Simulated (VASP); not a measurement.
# Sb in VASP: further runs, part 2 of 2

VASP 6.6.1. The steps go on from the part before.

## (3) Single point, PBE (strained)

File INCAR:

```
SYSTEM = Sb
  PREC = Accurate
  ENCUT = 520
  EDIFF = 1E-7
  ISMEAR = 0
  SIGMA = 0.1
  LREAL = .FALSE.
  LASPH = .TRUE.
  NELM = 60
  ALGO = Normal
  ISIF = 2
  LWAVE = .FALSE.
  LCHARG = .FALSE.
  GGA = PE
  NBANDS = 8
```

File KPOINTS:

```
Automatic mesh
0
G
  12 12 12
  0 0 0
```

File POSCAR:

```
Sb
1.0
    3.1218588000      0.0000000000      0.0004424000
    0.0000000000      3.0432064000      0.0000000000
    0.0004424000      0.0000000000      3.0109428000
Sb
1
Direct
    0.0000000000      0.0000000000      0.0000000000
```

Potentials or basis: VASP PAW PBE potentials, release 64 (Sb).

Run with:

```bash
cat potpaw_PBE.64/Sb/POTCAR > POTCAR
mpirun -np 1 vasp_std > vasp.out
```

OUTCAR:

```text
SYSTEM = Sb
   PREC = Accurate
   ENCUT = 520
   EDIFF = 1E-7
   ISMEAR = 0
   LREAL = .FALSE.
   LASPH = .TRUE.
   NELM = 60
   ISIF = 2
   GGA = PE

 ion  position               nearest neighbor table
   1  0.000  0.000  0.000-

  LATTYP: Found a simple monoclinic cell.
 ALAT       =     3.0109428325
 B/A-ratio  =     1.0107154368
 C/A-ratio  =     1.0368376303
 COS(beta)  =    -0.0002886412

  Lattice vectors:

 A1 = (   0.0004424000,   0.0000000000,   3.0109428000)
 A2 = (   0.0000000000,   3.0432064000,   0.0000000000)
 A3 = (  -3.1218588000,   0.0000000000,  -0.0004424000)

Analysis of symmetry for initial positions (statically):
=====================================================================
 Subroutine PRICEL returns:
 Original cell was already a primitive cell.

 Routine SETGRP: Setting up the symmetry group for a
 simple monoclinic supercell.

 Subroutine GETGRP returns: Found  4 space group operations
 (whereof  4 operations were pure point group operations)
 out of a pool of  4 trial point group operations.

The static configuration has the point symmetry C_2h.

Analysis of symmetry for dynamics (positions and initial velocities):
=====================================================================
 Subroutine PRICEL returns:
 Original cell was already a primitive cell.

 Routine SETGRP: Setting up the symmetry group for a
 simple monoclinic supercell.

 Subroutine GETGRP returns: Found  4 space group operations
 (whereof  4 operations were pure point group operations)
 out of a pool of  4 trial point group operations.

The dynamic configuration has the point symmetry C_2h.

 Subroutine INISYM returns: Found  4 space group operations
 (whereof  4 operations are pure point group operations),
 and found     1 'primitive' translations

----------------------------------------------------------------------------------------

                                     Primitive cell

  volume of cell :      28.6053

  direct lattice vectors                    reciprocal lattice vectors
     3.121858800  0.000000000  0.000442400     0.320321989  0.000000000 -0.000047065
     0.000000000  3.043206400  0.000000000     0.000000000  0.328600781  0.000000000
     0.000442400  0.000000000  3.010942800    -0.000047065  0.000000000  0.332121892

  length of vectors
     3.121858831  3.043206400  3.010942833     0.320321993  0.328600781  0.332121896

  position of ions in fractional coordinates (direct lattice)
     0.000000000  0.000000000  0.000000000

  ion indices of the primitive-cell ions
   primitive index   ion index
                 1           1

----------------------------------------------------------------------------------------

 KPOINTS: Automatic mesh

Automatic generation of k-mesh.
 Grid dimensions read from file:
 generate k-points for:   12   12   12

 Generating k-lattice:

  Cartesian coordinates                     Fractional coordinates (reciprocal lattice)
     0.026693499  0.000000000 -0.000003922     0.083333333  0.000000000  0.000000000
     0.000000000  0.027383398  0.000000000     0.000000000  0.083333333  0.000000000
    -0.000003922  0.000000000  0.027676824    -0.000000000  0.000000000  0.083333333

  Length of vectors
     0.026693499  0.027383398  0.027676825

  Shift w.r.t. Gamma in fractional coordinates (k-lattice)
     0.000000000  0.000000000  0.000000000

 Subroutine IBZKPT returns following result:
 ===========================================

 Found    518 irreducible k-points:

 Following reciprocal coordinates:
            Coordinates               Weight
  0.000000  0.000000  0.000000      1.000000
  0.083333  0.000000 -0.000000      2.000000
  0.166667  0.000000  0.000000      2.000000
  0.250000  0.000000  0.000000      2.000000
  0.333333  0.000000  0.000000      2.000000
  0.416667  0.000000 -0.000000      2.000000
[... 16 lines left out ...]
  0.083333  0.250000 -0.000000      4.000000
  0.166667  0.250000  0.000000      4.000000
 [... further k-points ...]
   k-points           NKPTS =    518   k-points in BZ     NKDIM =    518   number of bands    NBANDS=      8
   number of dos      NEDOS =    301   number of ions     NIONS =      1
   total plane-waves  NPLWV =  13824
   dimension x,y,z NGX =    24 NGY =   24 NGZ =   24
   dimension x,y,z NGXF=    48 NGYF=   48 NGZF=   48
   ions per type =               1
   NGX,Y,Z   is equivalent  to a cutoff of  12.78, 13.11, 13.25 a.u.
   NGXF,Y,Z  is equivalent  to a cutoff of  25.56, 26.22, 26.50 a.u.
 SYSTEM =  Sb
   PREC   = accura    normal or accurate (medium, high low for compatibility)
   ISTART =      0    job   : 0-new  1-cont  2-samecut
   ICHARG =      2    charge: 1-file 2-atom 10-const
   ISPIN  =      1    spin polarized calculation?
   LNONCOLLINEAR =      F non collinear calculations
   LSORBIT =      F    spin-orbit coupling
   LASPH  =      T    aspherical Exc in radial PAW
   ENCUT  =  520.0 eV  38.22 Ry    6.18 a.u.   5.80  5.66  5.60*2*pi/ulx,y,z
   NELM   =     60;   NELMIN=  2; NELMDL= -5     # of ELM steps
   EDIFF  = 0.1E-06   stopping-criterion for ELM
   LREAL  =      F    real-space projection
   EDIFFG = 0.1E-05   stopping-criterion for IOM
   NSW    =      0    number of steps for IOM
   IBRION =     -1    ionic relax: 0-MD 1-quasi-New 2-CG
   NFREE  =      0    steps in history (QN), initial steepest desc. (CG)
   ISIF   =      2    stress and relaxation
   ISYM   =      2    0-nonsym 1-usesym 2-fastsym
   POTIM  = 0.5000    time-step for ionic-motion
   TEBEG  =    0.0;   TEEND  =   0.0 temperature during run
   PSTRESS=    0.0 pullay stress
   NELECT =       5.0000    total number of electrons
   NUPDOWN=      -1.0000    fix difference up-down
   EMIN   =  10.00;   EMAX   =-10.00  energy-range for DOS
   EFERMI =   0.00;   METHOD = LEGACY
   ISMEAR =     0;   SIGMA  =   0.10  broadening in eV -4-tet -1-fermi 0-gaus
   EFERMI_NEDOS =   21; number of points for ismear=-14 and -15
   IALGO  =     38    algorithm
   IMIX   =      4    mixing-type and parameters
     AMIX     =   0.40;   BMIX     =  1.00
     AMIX_MAG =   1.60;   BMIX_MAG =  1.00
  volume/ion in A,a.u.               =      28.61       193.04
  Fermi-wavevector in a.u.,A,eV,Ry     =   0.915340  1.729742 11.399605  0.837847
  Thomas-Fermi vector in A             =   2.040070
   LORBIT       =      0    0 simple, 1 ext, 2 COOP (PROOUT), +10 PAW based schemes
   GGA     = PE    functional components
   LHFCALC =     F    Hartree Fock is set to
   AEXX    =    0.0000 exact exchange contribution
   IVDW    =     0    specifies the selected vdW correction
   LEPSILON=     F    determine dielectric tensor
   LRPA    =     F    only Hartree local field effects (RPA)
 non-spin polarized calculation
 Gauss-broadening in eV      SIGMA  =   0.10
  energy-cutoff  :      520.00
  volume of cell :       28.61
 maximum number of plane-waves:       788
   NGX = 11   NGY = 11   NGZ = 11

 number of electron       5.0000000 magnetization

 Free energy of the ion-electron system (eV)
  ---------------------------------------------------
  ext. energy  EPLUGINS =         0.00000000
  ---------------------------------------------------
  free energy    TOTEN  =        -4.06291694 eV

  energy without entropy =       -4.06010210  energy(sigma->0) =       -4.06150952

 E-fermi :   7.7546     XC(G=0):  -9.8054

 val. band max:        7.7473888824   @ k =   0.1667   0.1667   0.0833
 cond. band min:       7.7564601181   @ k =  -0.4167   0.3333   0.3333
 fundamental gap:      0.0090712357
 Fermi energy:         7.7546257659

 k-point     1 :       0.0000    0.0000    0.0000
  band No.  band energies     occupation
      1      -5.0553      2.00000
      2      10.4544      0.00000
      3      11.1824      0.00000
      4      11.5068      0.00000
      5      14.3256      0.00000
      6      14.8252      0.00000
      7      16.3194      0.00000
      8      25.3331      0.00000
[... 243 lines left out ...]
 k-point    24 :       0.1667    0.2500    0.0000
  band No.  band energies     occupation
      1      -3.7293      2.00000
      2       5.9998      2.00000
      3       8.2059      0.00000
      4      12.7912      0.00000
      5      16.4504      0.00000
      6      17.4885      0.00000
      7      19.4090      0.00000
      8      22.3084      0.00000

 [... further k-points ...]
[... 5 lines left out ...]
  --------------------------------------------------------------------------------------
  -------------------------------------------------------------------------------------
  Total        0.2691093      0.5260041      0.8238072      0.0000000      0.0000000     -0.0006099
  in kB       15.0727353     29.4613414     46.1412132      0.0000000      0.0000000     -0.0341577
  external PRESSURE =      30.2250966 kB  Pullay stress =       0.0000000 kB

 VOLUME and BASIS-vectors are now :
 -----------------------------------------------------------------------------
  energy-cutoff  :      520.00
  volume of cell :       28.61
      direct lattice vectors                 reciprocal lattice vectors
     3.121858800  0.000000000  0.000442400     0.320321989  0.000000000 -0.000047065
     0.000000000  3.043206400  0.000000000     0.000000000  0.328600781  0.000000000
     0.000442400  0.000000000  3.010942800    -0.000047065  0.000000000  0.332121892

 POSITION                                       TOTAL-FORCE (eV/Angst)
 -----------------------------------------------------------------------------------
      0.00000      0.00000      0.00000         0.000000      0.000000      0.000000
 -----------------------------------------------------------------------------------
    total drift:                                0.000000     -0.000000      0.000000

  FREE ENERGIE OF THE ION-ELECTRON SYSTEM (eV)
  ---------------------------------------------------
  free  energy   TOTEN  =        -4.0629169427 eV

  energy  without entropy=       -4.0601020984  energy(sigma->0) =       -4.06150952
```

OSZICAR:

```text
N       E                     dE             d eps       ncg     rms          rms(c)
DAV:   1     0.551447611092E+01    0.55145E+01   -0.16532E+03  8312   0.405E+02
DAV:   2    -0.394892821427E+01   -0.94634E+01   -0.91488E+01 11936   0.529E+01
DAV:   3    -0.405875599966E+01   -0.10983E+00   -0.10966E+00  9896   0.654E+00
DAV:   4    -0.405919717280E+01   -0.44117E-03   -0.44117E-03 12616   0.500E-01
DAV:   5    -0.405919876899E+01   -0.15962E-05   -0.15958E-05 10488   0.192E-02    0.209E+00
DAV:   6    -0.406135217547E+01   -0.21534E-02   -0.58499E-04 11432   0.182E-01    0.125E+00
DAV:   7    -0.406286297307E+01   -0.15108E-02   -0.15036E-03  9232   0.283E-01    0.729E-02
DAV:   8    -0.406291327723E+01   -0.50304E-04   -0.56361E-05 11552   0.522E-02    0.629E-03
DAV:   9    -0.406291614913E+01   -0.28719E-05   -0.28879E-06 10400   0.108E-02    0.216E-03
DAV:  10    -0.406291704251E+01   -0.89338E-06   -0.46365E-07 10720   0.397E-03    0.766E-04
DAV:  11    -0.406291694273E+01    0.99781E-07   -0.10967E-08  7720   0.701E-04
   1 F= -.40629169E+01 E0= -.40615095E+01  d E =-.281484E-02
```

It took 44 s on 1 thread of AMD EPYC 9R14 (Zen 4), shared host; peak memory 0.2 GiB.

What came out:

| Property | Result |
| --- | --- |
| Free energy | -4.0629 eV |
| Pressure | 3.0 GPa |

Levels at points of the mesh, in eV from the Fermi level:
```
           k point  band 1  band 2  band 3  band 4  band 5  band 6
(0.00, 0.00, 0.00)  -12.81    2.70    3.43    3.75    6.57    7.07
(0.50, 0.00, 0.00)  -10.50   -5.90    5.35    5.69    9.02   10.92
(0.00, 0.50, 0.00)  -10.17   -5.98    4.89    5.97    8.97   10.39
(0.50, 0.50, 0.00)   -7.70   -4.04   -3.68    1.91    7.98   13.22
(0.00, 0.00, 0.50)  -10.02   -6.00    5.01    5.76    9.01   10.32
(0.50, 0.00, 0.50)   -7.54   -4.08   -3.57    1.94    7.76   13.14
(0.00, 0.50, 0.50)   -7.16   -3.83   -3.68    1.99    7.27   12.91
(0.50, 0.50, 0.50)   -4.35   -2.03   -1.86   -1.46    4.52    4.74
```

Caveat: the cell differs from its parent crystal (strained); spin-orbit coupling is left out, which moves the levels of the heavy elements.
